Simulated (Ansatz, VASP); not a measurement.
## One calculation of SnO2, two programs

```
Sn O
1.0
    -2.00007    2.00007    5.12368
     2.00007   -2.00007    5.12368
     2.00007    2.00007   -5.12368
Sn O
2 4
Direct
  0.75000 0.25000 0.50000
  0.00000 0.00000 0.00000
  0.79652 0.79652 0.00000
  0.20348 0.20348 0.00000
  0.95348 0.45348 0.50000
  0.54652 0.04652 0.50000
```

Alike in both runs: task single point; functional PBEsol; k mesh 6 × 6 × 6; no spin polarisation.

|  | VASP | Ansatz |
| --- | --- | --- |
| version | VASP 6.6.1 | Ansatz 0.2.0 |
| potentials or method | VASP PAW PBE potentials, release 64 (Sn_d, O), cutoff 600 eV | plane waves, PAW |
| occupations | gaussian, width 0.01 eV | fixed |
| valence electrons in the cell | 52 | 52 |

VASP gave:

- pressure (GPa): 1.1
- traceless stress, the component that is largest in VASP (GPa): -0.60

Q: Estimate Ansatz's values.

A: Pressure (GPa): 0.7; traceless stress, the component that is largest in VASP (GPa): -0.76.

VASP's potentials were made for PBE, not for PBEsol.
